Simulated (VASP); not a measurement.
A run of VASP 6.6.1 is set up as follows.

The input INCAR:

```
  ALGO = Normal
  EDIFF = 1E-6
  ENCUT = 520
  GGA = PE
  ISIF = 2
  ISMEAR = 0
  LASPH = T
  LCHARG = F
  LREAL = F
  LWAVE = F
  NBANDS = 26
  NELM = 80
  PREC = Accurate
  SIGMA = 0.05
```

Contents of KPOINTS:

```
k-points
0
Gamma
  12 12 4
```

POSCAR

```
BN
1.0
    2.5545800960      0.0000000000      0.0000000000
   -1.2772900480      2.2123312591      0.0000000000
    0.0000000000      0.0000000000      8.4490290704
B N
4 4
Direct
    0.6627663717      0.3333333333      0.4999029273
    0.6705669616      0.3333333333      0.9999029273
    0.3167051232      0.6666666667      0.2499029273
    0.3499615435      0.6666666667      0.7499029273
    0.6490512472      0.3333333333      0.3125970727
    0.6842820862      0.3333333333      0.8125970727
    0.3333333333      0.6666666667      0.0625970727
    0.3333333333      0.6666666667      0.5625970727
```

Potentials or basis: VASP PAW PBE potentials, release 64 (B, N).

Command:

```bash
$ cat potpaw_PBE.64/B/POTCAR potpaw_PBE.64/N/POTCAR > POTCAR
$ mpirun -np 1 vasp_std > vasp.out
```

(1) Predict the largest force.

(2) What does it give for the band gap on the k mesh?

(3) What does it give for the pressure?

Answers

(1) 0.268 eV/Å.

(2) 5.21 eV.

(3) 0.2 GPa.

Caveat: the cell differs from its parent crystal (atoms displaced along a vibrational mode).
